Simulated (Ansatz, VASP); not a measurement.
ZrO2 in VASP and in Ansatz

File POSCAR:

```
ZrO2
1.0
    0.0000000000      2.5765647645      2.5765647645
    2.5765647645      0.0000000000      2.5765647645
    2.5765647645      2.5765647645      0.0000000000
Zr O
1 2
Direct
    0.0000000000      0.0000000000      0.0000000000
    0.2500000000      0.2500000000      0.2500000000
    0.7500000000      0.7500000000      0.7500000000
```

INCAR.step1

```
PREC = Accurate
ENCUT = 660
ISMEAR = 0
SIGMA = 0.01
LREAL = F
LASPH = T
NELM = 120
NBANDS = 19
GGA = PE
ALGO = Normal
EDIFF = 1E-5
LWAVE = T
LCHARG = F
GGA_COMPAT = F
```

INCAR.step2

```
PREC = Accurate
ENCUT = 660
EDIFF = 1E-6
ISMEAR = 0
SIGMA = 0.01
LREAL = F
LASPH = T
NELM = 120
ALGO = Normal
ISIF = 2
LWAVE = F
LCHARG = F
METAGGA = R2SCAN
LMIXTAU = T
NBANDS = 19
ISTART = 1
GGA_COMPAT = F
```

The input KPOINTS:

```
Automatic mesh
0
Gamma
  6 6 6
```

Input for Ansatz:

```yaml
crystal:
  lattice:
    - [0.0, 2.5765647645256538, 2.5765647645256538]
    - [2.5765647645256538, 0.0, 2.5765647645256538]
    - [2.5765647645256538, 2.5765647645256538, 0.0]
  atoms:
    - { symbol: Zr, position: [0.0, 0.0, 0.0] }
    - { symbol: O, position: [0.25, 0.25, 0.25] }
    - { symbol: O, position: [0.75, 0.75, 0.75] }
basis:
  ecutwfc: 600.0
kpoints:
  mp_grid:
    grid: [6, 6, 6]
hamiltonian:
  xc: r2scan
  pseudopotentials:
    kind: paw
scf:
  occupations:
    method: fixed
output:
  stress: true
```

Alike in both runs: task single point; functional r2SCAN; k mesh 6 × 6 × 6; no spin polarisation.

|  | VASP | Ansatz |
| --- | --- | --- |
| version | VASP 6.6.1 | Ansatz 0.2.0 |
| potentials or method | VASP PAW PBE potentials, release 64 (Zr_sv, O), cutoff 660 eV | plane waves, PAW |
| occupations | gaussian, width 0.01 eV | fixed |
| valence electrons in the cell | 24 | 24 |

```csv
,VASP,Ansatz,Ansatz less VASP
pressure (GPa),-8.9,-8.9,-0.01
```

VASP's potentials were made for PBE, not for r2SCAN.
